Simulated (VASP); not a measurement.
Crystal: Pt.

```
Pt
1.0
     2.76067    0.00000    0.00000
    -1.38033    2.39081    0.00000
     0.00000    0.00000    4.79213
Pt
2
Direct
  0.66667 0.33333 0.75000
  0.33333 0.66667 0.25000
```

Base run:

| Quantity | Value |
| --- | --- |
| Program | VASP 6.6.1 |
| Functional | PBEsol |
| Dispersion | D4 |
| Potentials or basis | VASP PAW PBE potentials, release 64 (Pt) |
| Cutoff | 520 eV |
| k mesh | 8 × 8 × 4 |
| Occupations | fermi-dirac, width 0.1 eV |
| Spin | no spin polarisation |

Its results: band gap on the k mesh zero (band 10 reaches 10.69 eV, above the bottom of band 11 at 9.39 eV); pressure -14.5 GPa.

Question: The run is repeated on the same cell with these changes: k mesh from 8 × 8 × 4 to 5 × 5 × 3. What comes out?

Answer: Band gap on the k mesh zero (band 10 reaches 10.23 eV, above the bottom of band 11 at 9.69 eV); pressure -13.3 GPa.

Caveats: some runs use coarse meshes; the PAW data sets were made with another functional, which shifts forces and pressure a little; spin-orbit coupling is left out, which moves the levels of the heavy elements; pairwise dispersion overbinds metals, which lowers pressure and volume.
